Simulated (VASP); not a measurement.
Set up this calculation in VASP 6.6.1, as the native input.

```
Task                   : single point
Functional             : PBE
Potentials or basis    : VASP PAW PBE potentials, release 64 (Ni_sv_GW)
Cutoff                 : 690 eV
k mesh                 : 11 × 11 × 11
Occupations            : fermi-dirac, width 0.05 eV
Spin                   : collinear spin, ferromagnetic start
Starting moments       : [0.8] μB
Fixed moment           : 0.8 μB
Dipole correction      : no
Further INCAR settings : ALGO = Normal; EDIFF = 1e-06; NBANDS = 19
```

The structure of Ni lies in POSCAR:

```
Ni
1.0
   -1.3837154700      1.3837154700      1.3837154700
    1.3837154700     -1.3837154700      1.3837154700
    1.3837154700      1.3837154700     -1.3837154700
Ni
1
Direct
    0.0000000000      0.0000000000      0.0000000000
```

This isn't the form of Ni at room conditions, which is fcc.

The input as run:

INCAR

```
SYSTEM = Ni
PREC = Accurate
ENCUT = 690
EDIFF = 1E-6
ISMEAR = -1
SIGMA = 0.05
LREAL = .FALSE.
LASPH = .TRUE.
NELM = 200
ALGO = Normal
ISIF = 2
LWAVE = .FALSE.
LCHARG = .TRUE.
ISPIN = 2
MAGMOM = 0.8
LORBIT = 11
NUPDOWN = 0.8
LMAXMIX = 4
GGA = PE
LELF = .TRUE.
LVHAR = .TRUE.
NBANDS = 19
GGA_COMPAT = .FALSE.
```

KPOINTS

```
regular mesh
0
G
  11 11 11
  0 0 0
```

Potentials or basis: VASP PAW PBE potentials, release 64 (Ni_sv_GW).

Launch:

```sh
$ cat potpaw_PBE.64/Ni_sv_GW/POTCAR > POTCAR
$ mpirun -np 1 vasp_std > vasp.out
```

It gave:

```
Pressure                                              : 8.8 GPa
Net moment                                            : 0.80 μB per cell
Site moments                                          : Ni +0.82 μB
Valence electrons inside the program's atomic spheres : Ni 16.37
```

Caveat: the cell stands under pressure; the total moment is fixed, so each spin has its own Fermi level and the state may be an excited one.

It took 19 s on 1 thread of Intel(R) Xeon(R) 6975P-C (Granite Rapids), with other jobs on the host, peak memory 0.18 GiB.
